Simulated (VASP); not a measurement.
Sn: single point with LDA

The system is Sn.

```
Sn
1.0
    -1.72654    1.77555    2.33834
     1.72654   -1.77555    2.33834
     1.72654    1.77555   -2.33834
Sn
1
Cartesian
  0.0000 0.0000 0.0000
```

* Program: VASP 6.6.1
* Task: single point
* Functional: LDA
* Potentials or basis: VASP PAW LDA potentials, release 64 (Sn_d)
* Cutoff: 520 eV
* k mesh: 20 × 20 × 20
* Occupations: gaussian, width 0.15 eV
* Spin: no spin polarisation

The pressure is -4.7 GPa and the band gap on the k mesh is zero (bands 7 and 8 overlap by 8.85 eV).

Stress tensor (GPa, compression positive):
```
-4.35  0.00  0.00
 0.00 -5.05  0.00
 0.00  0.00 -4.78
```

Levels at points of the mesh, in eV from the Fermi level:
```tsv
k point	band 3	band 4	band 5	band 6	band 7	band 8	band 9	band 10	band 11	band 12
(0.00, 0.00, 0.00)	-21.44	-21.41	-21.38	-10.81	6.89	7.04	7.43	10.70	11.17	11.68
(0.50, 0.00, 0.00)	-21.45	-21.34	-21.32	-6.92	-4.39	5.13	5.88	9.72	10.17	10.26
(0.00, 0.50, 0.00)	-21.44	-21.33	-21.33	-6.67	-4.32	4.71	5.58	9.23	9.71	10.12
(0.50, 0.50, 0.00)	-21.34	-21.33	-21.30	-5.32	-3.57	2.00	2.38	5.57	6.00	19.09
(0.50, 0.50, 0.50)	-21.34	-21.31	-21.31	-4.57	-3.08	1.16	1.79	4.69	5.54	19.15
```

It took 4.2 min on 1 thread of Intel(R) Xeon(R) 6975P-C (Granite Rapids), on a shared host, peak memory 0.47 GiB.

Caveat: the cell stands under tension; spin-orbit coupling is left out, which moves the levels of the heavy elements.
